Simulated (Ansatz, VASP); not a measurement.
## Two plane-wave programs on Be3Cd2S

```
Be Cd S
1.0
     3.60761    0.00000    0.00000
    -1.80380    3.12428    0.00000
     0.00000    0.00000   11.19198
Be Cd S
3 2 1
Direct
  0.66667 0.33333 0.50000
  0.00000 0.00000 0.00000
  0.00000 0.00000 0.50000
  0.33333 0.66667 0.35872
  0.33333 0.66667 0.64128
  0.66667 0.33333 0.00000
```

Change from the starting cell: species swapped into the Sr2Al3Ge type (P-6m2, No. 187).

Alike in both runs: functional PBE; k mesh 12 × 12 × 4; occupations gaussian, width 0.1 eV; no spin polarisation.

Ansatz relaxed the structure, and its values are those at the end. VASP's run is a single point on that final structure, the one shown.

|  | VASP | Ansatz |
| --- | --- | --- |
| version | VASP 6.6.1 | Ansatz 0.2.0 |
| potentials or method | VASP PAW PBE potentials, release 64 (Be, Cd, S), cutoff 520 eV | scalar-relativistic, plane waves, PAW |
| valence electrons in the cell | 36 | 52 |

```tsv
	VASP	Ansatz	Ansatz less VASP
gap on the k mesh at the Fermi level (eV)	none	none	-
pressure (GPa)	0.1	0.0	-0.14
rms of the force components (eV/Å)	0.011	0.000	-0.0103
```

A gap of «none» marks a metal or a gap that the smearing closes. VASP's potentials hold 36 valence electrons a cell and Ansatz's 52, so a difference there can come from the potentials and not from the codes.
